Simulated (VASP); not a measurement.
# AlN: single point with PBE

AlN:

```
CELL_PARAMETERS angstrom
3.26870 0.00000 0.00000
-1.63435 2.83078 0.00000
0.00000 0.00000 4.13100
ATOMIC_POSITIONS crystal
Al 0.33333 0.66667 0.75000
Al 0.66667 0.33333 0.25000
N 0.33333 0.66667 0.25000
N 0.66667 0.33333 0.75000
```

This cell differs from its parent crystal: volume 9.556 Å^3 an atom, c/a of the conventional cell 1.2638.

| Item | Value |
| --- | --- |
| Program | VASP 6.6.1 |
| Task | single point |
| Functional | PBE |
| Potentials or basis | VASP PAW PBE potentials, release 64 (Al, N) |
| Cutoff | 520 eV |
| k mesh | 9 × 9 × 6 |
| Occupations | gaussian, width 0.05 eV |
| Spin | no spin polarisation |
| Dipole correction | no |
| Further INCAR settings | ALGO = Normal; EDIFF = 1e-06; NBANDS = 16 |

| Item | Value |
| --- | --- |
| Pressure | 9.0 GPa |
| Band gap on the k mesh | 3.57 eV, direct |

Stress tensor (GPa, compression positive):
```
9.55 0.00 0.00
0.00 9.55 0.00
0.00 0.00 7.85
```

Levels at points of the mesh, in eV from the valence-band top:
| k point | band 5 | band 6 | band 7 | band 8 | band 9 | band 10 | band 11 | band 12 |
| --- | --- | --- | --- | --- | --- | --- | --- | --- |
| (0.00, 0.00, 0.00) | -3.39 | -1.68 | -1.68 | 0.00 | 3.57 | 4.73 | 8.46 | 8.46 |
| (0.00, 0.00, 0.50) | -2.58 | -2.58 | -2.58 | -2.58 | 5.91 | 5.91 | 8.62 | 8.62 |

Wall time 15 s on 1 thread of Intel(R) Xeon(R) Platinum 8488C (Sapphire Rapids), on a shared host, peak memory 0.15 GiB.

 A k mesh can miss the band edges.
